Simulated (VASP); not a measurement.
## Hf: electric field gradients with PBEsol

Hf:

```
Hf
1.0
     3.19670    0.04795    0.04795
    -1.55682    2.74445    0.01755
     0.07587    0.07587    5.05780
Hf
2
Direct
  0.33333 0.66667 0.25000
  0.66667 0.33333 0.75000
```

This cell differs from its parent crystal: equal xy, yz and zx shear strains of +3 %.

| Quantity | Value |
| --- | --- |
| Program | VASP 6.6.1 |
| Task | electric field gradients |
| Functional | PBEsol |
| Potentials or basis | VASP PAW PBE potentials, release 64 (Hf_pv) |
| Cutoff | 520 eV |
| k mesh | 13 × 13 × 7 |
| Occupations | fermi-dirac, width 0.05 eV |
| Spin | no spin polarisation |
| Dipole correction | no |
| Further INCAR settings | ALGO = Normal; EDIFF = 1e-08; NBANDS = 17 |

```json
{
  "Pressure": "-4.1 GPa",
  "Largest force": "0.065 eV/Å",
  "Band gap on the k mesh": "zero (bands 10 and 11 overlap by 1.39 eV)",
  "Largest electric field gradient by atom": "Hf +85.4 V/Å²"
}
```

Forces in eV/Å, atoms in the order of the input:
```
Hf  -0.063  0.001  0.014
Hf   0.063 -0.001 -0.014
```

Stress tensor (GPa, compression positive):
```
-4.01 -1.86 -1.36
-1.86 -3.93 -1.36
-1.36 -1.36 -4.24
```

Levels at points of the mesh, in eV from the Fermi level:
| k point | band 6 | band 7 | band 8 | band 9 | band 10 | band 11 | band 12 | band 13 | band 14 | band 15 |
| --- | --- | --- | --- | --- | --- | --- | --- | --- | --- | --- |
| (0.00, 0.00, 0.00) | -30.12 | -7.38 | -3.70 | 0.69 | 0.91 | 1.41 | 1.46 | 1.73 | 2.24 | 2.61 |

Electric field gradients, principal values (V/Å²):
```csv
atom,least,middle,greatest (by size)
1 Hf,-33.661,-51.770,85.431
2 Hf,-33.661,-51.770,85.431
```

It took 4.8 min on 1 thread of Intel(R) Xeon(R) Platinum 8375C CPU @ 2.90GHz (Ice Lake), on a shared host, peak memory 0.46 GiB.

Caveat: the cell differs from its parent crystal (equal xy, yz and zx shear strains of +3 %); the cell stands under tension; without QUAD_EFG the Cq values of the log hold for a quadrupole moment of 1 mb, not for the nuclei; the PAW data sets were made with another functional, which shifts forces and pressure a little; spin-orbit coupling is left out, which moves the levels of the heavy elements.
